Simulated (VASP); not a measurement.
## Al: single point with PBE+D3(BJ)

Crystal: Al.

```
Al
1.0
     0.00000    1.95609    2.28276
     1.95609    0.00000    2.28276
     1.95609    1.95609    0.00000
Al
1
Direct
  0.00000 0.00000 0.00000
```

```json
{
 "Program": "VASP 6.6.1",
 "Task": "single point",
 "Functional": "PBE",
 "Dispersion": "D3(BJ)",
 "Potentials or basis": "VASP PAW PBE potentials, release 64 (Al)",
 "Cutoff": "520 eV",
 "k mesh": "22 × 22 × 22",
 "Occupations": "gaussian, width 0.15 eV",
 "Spin": "no spin polarisation"
}
```

```yaml
Pressure: -5.4 GPa
Band_gap_on_the_k_mesh: zero (an odd number of electrons rules out a gap without spin polarisation)
Dispersion_energy_per_atom: -0.317 eV
```

Stress tensor (GPa, compression positive):
```
 -2.80   0.00   0.00
  0.00  -2.80   0.00
  0.00   0.00 -10.55
```

Levels at points of the mesh, in eV from the Fermi level:
| k point | band 1 | band 2 | band 3 | band 4 | band 5 |
| --- | --- | --- | --- | --- | --- |
| (0.00, 0.00, 0.00) | -10.72 | 11.46 | 13.20 | 13.20 | 13.37 |
| (0.50, 0.00, 0.00) | -4.30 | -4.19 | 8.44 | 9.15 | 12.83 |
| (0.50, 0.50, 0.00) | -3.93 | -3.56 | 6.46 | 7.28 | 7.28 |
| (0.50, 0.00, 0.50) | -2.01 | -0.49 | 4.10 | 4.98 | 5.26 |

Run time: 45 s on 1 thread of Intel(R) Xeon(R) Platinum 8488C (Sapphire Rapids), on a shared host, peak memory 0.22 GiB.

Caveat: the stress differs along the axes, from -11 to -3 GPa.
